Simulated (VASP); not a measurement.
Wanted: the native input for a VASP 6.6.1 run.

| Property | Result |
| --- | --- |
| Task | relaxation of cell and atoms |
| Functional | LDA |
| Potentials or basis | VASP PAW LDA potentials, release 64 (Ga_d, O) |
| Cutoff | 600 eV |
| k mesh | 4 × 4 × 4 |
| Occupations | gaussian, width 0.01 eV |
| Spin | no spin polarisation |
| Dipole correction | no |
| Further INCAR settings | ALGO = Normal; EDIFF = 1e-06; IBRION = 2; EDIFFG = -0.003; NSW = 100; ISIF = 3 |

The structure of Ga2O3 lies in POSCAR:

```
Ga2O3
1.0
    6.1070000000     -1.5185500000      0.0000000000
    6.1070000000      1.5185500000      0.0000000000
   -1.3859888959      0.0000000000      5.6300087380
Ga O
4 6
Direct
    0.0905000000      0.0905000000      0.7946000000
    0.9095000000      0.9095000000      0.2054000000
    0.6586600000      0.6586600000      0.3140200000
    0.3413400000      0.3413400000      0.6859800000
    0.1645000000      0.1645000000      0.1098000000
    0.8355000000      0.8355000000      0.8902000000
    0.1733000000      0.1733000000      0.5632000000
    0.8267000000      0.8267000000      0.4368000000
    0.4959000000      0.4959000000      0.2566000000
    0.5041000000      0.5041000000      0.7434000000
```

The input as run:

INCAR

```
SYSTEM = Ga2O3
PREC = Accurate
ENCUT = 600
EDIFF = 1E-6
ISMEAR = 0
SIGMA = 0.01
LREAL = .FALSE.
LASPH = .TRUE.
NELM = 80
ALGO = Normal
ISIF = 3
LWAVE = .FALSE.
LCHARG = .FALSE.
GGA = CA
IBRION = 2
NSW = 100
EDIFFG = -0.003
```

KPOINTS

```
regular mesh
0
G
  4 4 4
  0 0 0
```

Potentials or basis: VASP PAW LDA potentials, release 64 (Ga_d, O).

Launch:

```console
$ cat potpaw_LDA.64/Ga_d/POTCAR potpaw_LDA.64/O/POTCAR > POTCAR
$ mpirun -np 1 vasp_std > vasp.out
```

Results of the run:

```yaml
Relaxed_volume: 10.29 Å³/atom
Relaxed_cell: a = 6.257 Å, b = 6.257 Å, c = 5.765 Å, α = 103.34°, β = 103.34°, γ = 27.99°
Space_group_after_relaxing_to_0.1_Å: C2/m (No. 12)
Energy_gained_by_relaxing: 1.4 meV/atom
Ionic_steps: 28
Pressure_after_relaxing: 0.0 GPa
Band_gap_on_the_k_mesh: 2.46 eV (least direct gap 2.46 eV)
```

Caveat: the k points lie up to 0.54 Å⁻¹ apart in the final cell.

Run time: 68 min on 1 thread of Oxide Virtual Turin-like Processor (shared host), peak memory 0.31 GiB.
